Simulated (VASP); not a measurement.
Wanted: the native input for a VASP 6.6.1 run.

```
Task                   : single point
Functional             : PBEsol
Potentials or basis    : VASP PAW PBE potentials, release 64 (Si)
Cutoff                 : 500 eV
k mesh                 : 6 × 6 × 6
Occupations            : gaussian, width 0.1 eV
Spin                   : no spin polarisation
Dipole correction      : no
Further INCAR settings : ALGO = Normal; EDIFF = 1e-06; NBANDS = 11
```

The structure of Si lies in POSCAR:

```
Si
1.0
    0.0000000000      2.6956371834      2.6956371834
    2.6956371834      0.0000000000      2.6956371834
    2.6956371834      2.6956371834      0.0000000000
Si
2
Direct
    0.5000000000      0.5000000000      0.5000000000
    0.7500000000      0.7500000000      0.7500000000
```

The input as run:

INCAR

```
PREC     = Accurate       # precision mode
ENCUT    = 500            # plane-wave cutoff, eV
EDIFF    = 1E-6           # SCF threshold, eV
ISMEAR   = 0              # smearing method
SIGMA    = 0.1            # smearing width, eV
LREAL    = F              # projectors in reciprocal space
LASPH    = T              # aspherical terms in the spheres
NELM     = 120            # most SCF steps
ALGO     = Normal         # electronic algorithm
ISIF     = 2              # what is computed and relaxed
LWAVE    = F              # write WAVECAR
LCHARG   = F              # write CHGCAR
GGA      = PS             # functional
NBANDS   = 11             # bands
GGA_COMPAT= F
```

KPOINTS

```
regular mesh
0
Gamma
  6 6 6
```

Potentials or basis: VASP PAW PBE potentials, release 64 (Si).

Launch:

```bash
$ cat potpaw_PBE.64/Si/POTCAR > POTCAR
$ mpirun -np 1 vasp_std > vasp.out
```

Results of the run:

| Item | Value |
| --- | --- |
| Pressure | 2.5 GPa |
| Band gap on the k mesh | 0.54 eV (least direct gap 2.52 eV) |

Caveat: the PAW data sets were made with another functional, which shifts forces and pressure a little.

Wall time 6.2 s on 1 thread of Intel(R) Xeon(R) Platinum 8559C (Emerald Rapids) (shared host), peak memory 0.14 GiB.
